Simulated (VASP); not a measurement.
# TiO2 (I4_1/amd) in VASP: a series of runs

TiO2 is run at these levels: PBE; tasks: single point.

All numbers are computed with VASP 6.6.1; they aren't measurements. Logs are shortened: lines on timing, memory, paths and dates and some standing lists are left out, and cuts for length are marked.

**1. The cell of the first run**

The structure is tetragonal, space group I4_1/amd (No. 141). Conventional cell: a = 3.856 Å, b = 3.856 Å, c = 9.988 Å, α = 90.00°, β = 90.00°, γ = 90.00°. Ti (site symmetry -4m2) has 6 O at 1.98 to 2.06 Å within 2.6 Å. Within 2.6 Å of O (site symmetry 2mm) lie 3 Ti at 1.98 to 2.06 Å and 2 O at 2.52 Å.

**2. Single point, PBE (strain +0.015 along x and y, +0.030 along z)**

Input file INCAR:

```
SYSTEM = TiO2
PREC = Accurate
ENCUT = 520
EDIFF = 1E-6
ISMEAR = 0
SIGMA = 0.05
LREAL = .FALSE.
LASPH = .TRUE.
NELM = 60
ALGO = Normal
ISIF = 2
LWAVE = .FALSE.
LCHARG = .FALSE.
GGA = PE
NBANDS = 33
```

Input file KPOINTS:

```
Automatic mesh
0
G
  10 10 10
  0 0 0
```

Input file POSCAR:

```
TiO2
1.0
   -1.9281054382      1.9281054382      4.9939018570
    1.9281054382     -1.9281054382      4.9939018570
    1.9281054382      1.9281054382     -4.9939018570
Ti O
2 4
Direct
    0.0000000000      0.0000000000      0.0000000000
    0.7500000000      0.2500000000      0.5000000000
    0.2065067269      0.2065067269      0.0000000000
    0.9565067269      0.4565067269      0.5000000000
    0.5434932731      0.0434932731      0.5000000000
    0.7934932731      0.7934932731      0.0000000000
```

Potentials or basis: VASP PAW PBE potentials, release 64 (Ti_sv, O).

On the command line:

```sh
> cat potpaw_PBE.64/Ti_sv/POTCAR potpaw_PBE.64/O/POTCAR > POTCAR
> mpirun -np 1 vasp_std > vasp.out
```

OUTCAR:

```text
SYSTEM = TiO2
   PREC = Accurate
   ENCUT = 520
   EDIFF = 1E-6
   ISMEAR = 0
   LREAL = .FALSE.
   LASPH = .TRUE.
   NELM = 60
   ISIF = 2
   GGA = PE

 ion  position               nearest neighbor table
   1  0.000  0.000  0.000-   5 1.98   4 1.98   5 1.98   4 1.98   3 2.06   6 2.06
   2  0.750  0.250  0.500-   6 1.98   3 1.98   6 1.98   3 1.98   4 2.06   5 2.06
   3  0.207  0.207  0.000-   2 1.98   2 1.98   1 2.06
   4  0.957  0.457  0.500-   1 1.98   1 1.98   2 2.06
   5  0.543  0.043  0.500-   1 1.98   1 1.98   2 2.06
   6  0.793  0.793  0.000-   2 1.98   2 1.98   1 2.06

  LATTYP: Found a body centered tetragonal cell.
 ALAT       =     3.8562108764
 C/A-ratio  =     2.5900564140

  Lattice vectors:

 A1 = (  -1.9281054382,   1.9281054382,   4.9939018570)
 A2 = (   1.9281054382,  -1.9281054382,   4.9939018570)
 A3 = (   1.9281054382,   1.9281054382,  -4.9939018570)

Analysis of symmetry for initial positions (statically):
=====================================================================
 Subroutine PRICEL returns:
 Original cell was already a primitive cell.

 Routine SETGRP: Setting up the symmetry group for a
 body centered tetragonal supercell.

 Subroutine GETGRP returns: Found 16 space group operations
 (whereof  8 operations were pure point group operations)
 out of a pool of 16 trial point group operations.

The static configuration has the point symmetry D_2d.
 The point group associated with its full space group is D_4h.

Analysis of symmetry for dynamics (positions and initial velocities):
=====================================================================
 Subroutine PRICEL returns:
 Original cell was already a primitive cell.

 Routine SETGRP: Setting up the symmetry group for a
 body centered tetragonal supercell.

 Subroutine GETGRP returns: Found 16 space group operations
 (whereof  8 operations were pure point group operations)
 out of a pool of 16 trial point group operations.

The dynamic configuration has the point symmetry D_2d.
 The point group associated with its full space group is D_4h.

 Subroutine INISYM returns: Found 16 space group operations
 (whereof  8 operations are pure point group operations),
 and found     1 'primitive' translations

----------------------------------------------------------------------------------------

                                     Primitive cell

  volume of cell :      74.2611

  direct lattice vectors                    reciprocal lattice vectors
    -1.928105438  1.928105438  4.993901857     0.000000000  0.259321918  0.100122112
     1.928105438 -1.928105438  4.993901857     0.259321918  0.000000000  0.100122112
     1.928105438  1.928105438 -4.993901857     0.259321918  0.259321918  0.000000000

  length of vectors
     5.689836282  5.689836282  5.689836282     0.277978946  0.277978946  0.366736573

  position of ions in fractional coordinates (direct lattice)
     0.000000000  0.000000000  0.000000000
     0.750000000  0.250000000  0.500000000
     0.206506727  0.206506727  0.000000000
     0.956506727  0.456506727  0.500000000
     0.543493273  0.043493273  0.500000000
     0.793493273  0.793493273  0.000000000

  ion indices of the primitive-cell ions
   primitive index   ion index
                 1           1
                 2           2
                 3           3
                 4           4
                 5           5
                 6           6

----------------------------------------------------------------------------------------

 KPOINTS: Automatic mesh

Automatic generation of k-mesh.
 Grid dimensions read from file:
 generate k-points for:   10   10   10

 Generating k-lattice:

  Cartesian coordinates                     Fractional coordinates (reciprocal lattice)
     0.000000000  0.025932192  0.010012211     0.100000000  0.000000000  0.000000000
     0.025932192  0.000000000  0.010012211     0.000000000  0.100000000  0.000000000
     0.025932192  0.025932192  0.000000000     0.000000000  0.000000000  0.100000000

  Length of vectors
     0.027797895  0.027797895  0.036673657

  Shift w.r.t. Gamma in fractional coordinates (k-lattice)
     0.000000000  0.000000000  0.000000000

 Subroutine IBZKPT returns following result:
 ===========================================

 Found    102 irreducible k-points:

 Following reciprocal coordinates:
            Coordinates               Weight
  0.000000  0.000000  0.000000      1.000000
  0.100000  0.000000  0.000000      8.000000
  0.200000  0.000000  0.000000      8.000000
  0.300000 -0.000000  0.000000      8.000000
  0.400000 -0.000000  0.000000      8.000000
  0.500000 -0.000000  0.000000      4.000000
[... 16 lines left out ...]
  0.300000  0.300000  0.000000      8.000000
  0.400000  0.300000  0.000000     16.000000
 [... further k-points ...]
   k-points           NKPTS =    102   k-points in BZ     NKDIM =    102   number of bands    NBANDS=     33
   number of dos      NEDOS =    301   number of ions     NIONS =      6
   total plane-waves  NPLWV =  74088
   dimension x,y,z NGX =    42 NGY =   42 NGZ =   42
   dimension x,y,z NGXF=    84 NGYF=   84 NGZF=   84
   ions per type =               2   4
   NGX,Y,Z   is equivalent  to a cutoff of  12.27, 12.27, 12.27 a.u.
   NGXF,Y,Z  is equivalent  to a cutoff of  24.54, 24.54, 24.54 a.u.
 SYSTEM =  TiO2
   PREC   = accura    normal or accurate (medium, high low for compatibility)
   ISTART =      0    job   : 0-new  1-cont  2-samecut
   ICHARG =      2    charge: 1-file 2-atom 10-const
   ISPIN  =      1    spin polarized calculation?
   LNONCOLLINEAR =      F non collinear calculations
   LSORBIT =      F    spin-orbit coupling
   LASPH  =      T    aspherical Exc in radial PAW
   ENCUT  =  520.0 eV  38.22 Ry    6.18 a.u.  10.58 10.58 10.58*2*pi/ulx,y,z
   NELM   =     60;   NELMIN=  2; NELMDL= -5     # of ELM steps
   EDIFF  = 0.1E-05   stopping-criterion for ELM
   LREAL  =      F    real-space projection
   EDIFFG = 0.1E-04   stopping-criterion for IOM
   NSW    =      0    number of steps for IOM
   IBRION =     -1    ionic relax: 0-MD 1-quasi-New 2-CG
   NFREE  =      0    steps in history (QN), initial steepest desc. (CG)
   ISIF   =      2    stress and relaxation
   ISYM   =      2    0-nonsym 1-usesym 2-fastsym
   POTIM  = 0.5000    time-step for ionic-motion
   TEBEG  =    0.0;   TEEND  =   0.0 temperature during run
   PSTRESS=    0.0 pullay stress
   NELECT =      48.0000    total number of electrons
   NUPDOWN=      -1.0000    fix difference up-down
   EMIN   =  10.00;   EMAX   =-10.00  energy-range for DOS
   EFERMI =   0.00;   METHOD = LEGACY
   ISMEAR =     0;   SIGMA  =   0.05  broadening in eV -4-tet -1-fermi 0-gaus
   EFERMI_NEDOS =   21; number of points for ismear=-14 and -15
   IALGO  =     38    algorithm
   IMIX   =      4    mixing-type and parameters
     AMIX     =   0.40;   BMIX     =  1.00
     AMIX_MAG =   1.60;   BMIX_MAG =  1.00
  volume/ion in A,a.u.               =      12.38        83.52
  Fermi-wavevector in a.u.,A,eV,Ry     =   1.415472  2.674855 27.260116  2.003562
  Thomas-Fermi vector in A             =   2.536907
   LORBIT       =      0    0 simple, 1 ext, 2 COOP (PROOUT), +10 PAW based schemes
   GGA     = PE    functional components
   LHFCALC =     F    Hartree Fock is set to
   AEXX    =    0.0000 exact exchange contribution
   IVDW    =     0    specifies the selected vdW correction
   LEPSILON=     F    determine dielectric tensor
   LRPA    =     F    only Hartree local field effects (RPA)
 non-spin polarized calculation
 Gauss-broadening in eV      SIGMA  =   0.05
  energy-cutoff  :      520.00
  volume of cell :       74.26
 maximum number of plane-waves:      2018
   NGX = 21   NGY = 21   NGZ = 21

 number of electron      48.0000005 magnetization

 Free energy of the ion-electron system (eV)
  ---------------------------------------------------
  ext. energy  EPLUGINS =         0.00000000
  ---------------------------------------------------
  free energy    TOTEN  =       -53.72924495 eV

  energy without entropy =      -53.72924495  energy(sigma->0) =      -53.72924495

 E-fermi :   3.0567     XC(G=0): -10.2977

 val. band max:        2.6622097090   @ k =  -0.4000   0.4000   0.0000
 cond. band min:       4.6404527991   @ k =   0.0000   0.0000   0.0000
 fundamental gap:      1.9782430902
 Fermi energy:         3.0567418634

 k-point     1 :       0.0000    0.0000    0.0000
  band No.  band energies     occupation
      1     -54.0508      2.00000
      2     -54.0145      2.00000
      3     -30.4037      2.00000
      4     -30.2277      2.00000
      5     -30.2277      2.00000
      6     -30.1821      2.00000
[... 25 lines left out ...]
     32       7.2014      0.00000
     33       7.4352      0.00000

 k-point     2 :       0.1000    0.0000    0.0000
  band No.  band energies     occupation
      1     -54.0500      2.00000
      2     -54.0150      2.00000
      3     -30.4015      2.00000
      4     -30.2371      2.00000
      5     -30.2283      2.00000
      6     -30.1864      2.00000
[... 25 lines left out ...]
     32       7.4713      0.00000
     33       7.6795      0.00000

 k-point     3 :       0.2000    0.0000    0.0000
  band No.  band energies     occupation
      1     -54.0478      2.00000
      2     -54.0165      2.00000
      3     -30.3956      2.00000
      4     -30.2605      2.00000
      5     -30.2298      2.00000
      6     -30.1968      2.00000
[... 25 lines left out ...]
     32       7.8015      0.00000
     33       8.0449      0.00000

 k-point     4 :       0.3000   -0.0000    0.0000
  band No.  band energies     occupation
      1     -54.0446      2.00000
      2     -54.0187      2.00000
      3     -30.3882      2.00000
      4     -30.2885      2.00000
      5     -30.2313      2.00000
      6     -30.2074      2.00000
[... 673 lines left out ...]
     32       8.4460      0.00000
     33       8.5988      0.00000

 k-point    23 :       0.3000    0.3000    0.0000
  band No.  band energies     occupation
      1     -54.0368      2.00000
      2     -54.0243      2.00000
      3     -30.3675      2.00000
      4     -30.3238      2.00000
      5     -30.2616      2.00000
      6     -30.2318      2.00000
[... 25 lines left out ...]
     32       8.3360      0.00000
     33       9.1935      0.00000

 k-point    24 :       0.4000    0.3000    0.0000
  band No.  band energies     occupation
      1     -54.0345      2.00000
      2     -54.0258      2.00000
      3     -30.3684      2.00000
      4     -30.3393      2.00000
      5     -30.2634      2.00000
      6     -30.2431      2.00000
[... 25 lines left out ...]
     32       8.3309      0.00000
     33       9.2625      0.00000

 [... further k-points ...]
[... 5 lines left out ...]
  --------------------------------------------------------------------------------------
  -------------------------------------------------------------------------------------
  Total       -4.3139966     -4.3139966     -5.5315027      0.0000000      0.0000000      0.0000000
  in kB      -93.0740957    -93.0740957   -119.3416834      0.0000000      0.0000000      0.0000000
  external PRESSURE =    -101.8299582 kB  Pullay stress =       0.0000000 kB

 VOLUME and BASIS-vectors are now :
 -----------------------------------------------------------------------------
  energy-cutoff  :      520.00
  volume of cell :       74.26
      direct lattice vectors                 reciprocal lattice vectors
    -1.928105438  1.928105438  4.993901857     0.000000000  0.259321918  0.100122112
     1.928105438 -1.928105438  4.993901857     0.259321918  0.000000000  0.100122112
     1.928105438  1.928105438 -4.993901857     0.259321918  0.259321918  0.000000000

 POSITION                                       TOTAL-FORCE (eV/Angst)
 -----------------------------------------------------------------------------------
      0.00000      0.00000      0.00000         0.000000      0.000000     -0.000000
      0.00000      1.92811      2.49695         0.000000      0.000000     -0.000000
      0.00000      0.00000      2.06255        -0.000000      0.000000     -0.382574
     -0.00000      1.92811      4.55950         0.000000     -0.000000     -0.382574
      0.00000      1.92811      0.43440         0.000000     -0.000000      0.382574
      0.00000      0.00000      7.92526        -0.000000      0.000000      0.382574
 -----------------------------------------------------------------------------------
    total drift:                               -0.000000      0.000000      0.000000

  FREE ENERGIE OF THE ION-ELECTRON SYSTEM (eV)
  ---------------------------------------------------
  free  energy   TOTEN  =       -53.7292449498 eV

  energy  without entropy=      -53.7292449498  energy(sigma->0) =      -53.72924495
```

Wall time 13 min (1 thread of AMD EPYC 7R13, shared host); peak memory 0.38 GiB.

Results:

```yaml
Free_energy: -53.7292 eV
Pressure: -10.2 GPa
Largest_force: 0.383 eV/Å
Band_gap_on_the_k_mesh: 1.98 eV (least direct gap 2.28 eV)
```

Forces on the atoms (eV/Å):
```
Ti   0.000  0.000  0.000
Ti   0.000  0.000  0.000
O    0.000  0.000 -0.383
O    0.000  0.000 -0.383
O    0.000  0.000  0.383
O    0.000  0.000  0.383
```

Levels at points of the mesh, in eV from the valence-band top:
```csv
k point,band 21,band 22,band 23,band 24,band 25,band 26,band 27,band 28
"(0.00, 0.00, 0.00)",-0.90,-0.82,-0.38,-0.38,1.98,2.54,3.64,3.64
"(0.50, 0.00, 0.00)",-1.76,-0.97,-0.80,-0.67,2.96,3.15,3.20,3.24
"(0.50, 0.50, 0.00)",-1.91,-1.91,-0.05,-0.05,2.92,2.92,3.35,3.35
"(0.50, 0.50, 0.50)",-1.28,-1.28,-0.13,-0.13,2.25,2.25,3.39,3.39
```

Caveat: the cell differs from its parent crystal (strain +0.015 along x and y, +0.030 along z); the cell stands under tension. A k mesh can miss the band edges.

**3. Single point, PBE (strain +0.030 along x and y, +0.015 along z)**

Input file INCAR:

```
PREC = Accurate
ENCUT = 520
EDIFF = 1E-7
ISMEAR = 0
SIGMA = 0.05
LREAL = F
LASPH = T
NELM = 60
ALGO = Normal
ISIF = 2
LWAVE = F
LCHARG = F
GGA = PE
NBANDS = 33
```

Input file KPOINTS:

```
regular mesh
0
Gamma
  10 10 10
```

Edit POSCAR of step 2 so:

```diff
@@ -2,5 +2,5 @@
 1.0
-   -1.9281054382      1.9281054382      4.9939018570
-    1.9281054382     -1.9281054382      4.9939018570
-    1.9281054382      1.9281054382     -4.9939018570
+   -1.9565996073      1.9565996073      4.9211751310
+    1.9565996073     -1.9565996073      4.9211751310
+    1.9565996073      1.9565996073     -4.9211751310
 Ti O
```

Potentials or basis: VASP PAW PBE potentials, release 64 (Ti_sv, O).

On the command line:

```sh
> cat potpaw_PBE.64/Ti_sv/POTCAR potpaw_PBE.64/O/POTCAR > POTCAR
> mpirun -np 1 vasp_std > vasp.out
```

Wall time 8.7 min (1 thread of AMD EPYC 7R13, shared host); peak memory 0.38 GiB.

The run converged. Its results:

- Free energy: -53.6578 eV
- Pressure: -12.3 GPa
- Largest force: 0.231 eV/Å
- Band gap on the k mesh: 1.93 eV (least direct gap 2.20 eV)

Forces on the atoms (eV/Å):
```
Ti   0.000  0.000  0.000
Ti   0.000  0.000  0.000
O    0.000  0.000 -0.231
O    0.000  0.000 -0.231
O    0.000  0.000  0.231
O    0.000  0.000  0.231
```

Stress tensor (GPa, compression positive):
```
-12.82   0.00   0.00
  0.00 -12.82   0.00
  0.00   0.00 -11.24
```

Levels at points of the mesh, in eV from the valence-band top:
| k point | band 22 | band 23 | band 24 | band 25 | band 26 | band 27 |
| --- | --- | --- | --- | --- | --- | --- |
| (0.00, 0.00, 0.00) | -0.73 | -0.35 | -0.35 | 1.93 | 2.53 | 3.56 |
| (0.50, 0.00, 0.00) | -0.87 | -0.76 | -0.60 | 2.86 | 3.13 | 3.15 |
| (0.50, 0.50, 0.00) | -1.81 | -0.04 | -0.04 | 2.92 | 2.92 | 3.33 |
| (0.50, 0.50, 0.50) | -1.19 | -0.10 | -0.10 | 2.22 | 2.22 | 3.32 |

Caveat: the cell differs from its parent crystal (strain +0.030 along x and y, +0.015 along z); the cell stands under tension.
